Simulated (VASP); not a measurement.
**BaZrNbInO6: single point with PBE**

Crystal: BaZrNbInO6.

```
Ba Zr Nb In O
1.0
     0.00000    4.18067    4.18067
     4.18067    0.00000    4.18067
     4.18067    4.18067    0.00000
Ba Zr Nb In O
1 1 1 1 6
Direct
  0.25000 0.25000 0.25000
  0.50000 0.50000 0.50000
  0.00000 0.00000 0.00000
  0.75000 0.75000 0.75000
  0.75635 0.24365 0.24365
  0.24365 0.75635 0.75635
  0.75635 0.75635 0.24365
  0.24365 0.24365 0.75635
  0.24365 0.75635 0.24365
  0.75635 0.24365 0.75635
```

- Program: VASP 6.6.1
- Task: single point
- Functional: PBE
- Potentials or basis: VASP PAW PBE potentials, release 64 (Ba_sv, Zr_sv, Nb_sv, In_d, O)
- Cutoff: 520 eV
- k mesh: 4 × 4 × 4
- Occupations: gaussian, width 0.01 eV
- Spin: no spin polarisation

| Property | Result |
| --- | --- |
| Pressure | -2.9 GPa |
| Largest force | 0.197 eV/Å |
| Band gap on the k mesh | 0.66 eV (least direct gap 0.92 eV) |

Forces on the atoms (eV/Å):
```
Ba   0.000  0.000  0.000
Zr   0.000  0.000  0.000
Nb   0.000  0.000  0.000
In   0.000  0.000  0.000
O   -0.197  0.000  0.000
O    0.197  0.000  0.000
O    0.000  0.000  0.197
O    0.000  0.000 -0.197
O    0.000 -0.197  0.000
O    0.000  0.197  0.000
```

Levels at points of the mesh, in eV from the valence-band top:
| k point | band 39 | band 40 | band 41 | band 42 | band 43 | band 44 | band 45 | band 46 |
| --- | --- | --- | --- | --- | --- | --- | --- | --- |
| (0.00, 0.00, 0.00) | -2.14 | -1.60 | -1.60 | -1.60 | 0.66 | 0.66 | 0.66 | 4.11 |
| (0.50, 0.00, 0.00) | -2.12 | -2.12 | -1.98 | -0.68 | 1.94 | 2.01 | 2.01 | 2.87 |
| (0.50, 0.50, 0.00) | -2.28 | -2.28 | -1.61 | 0.00 | 0.92 | 2.46 | 2.46 | 3.41 |

Run time: 4.3 min on 1 thread of Intel Xeon 8259CL, on a shared host, peak memory 0.37 GiB.

Caveat: spin-orbit coupling is left out, which moves the levels of the heavy elements. A k mesh can miss the band edges.
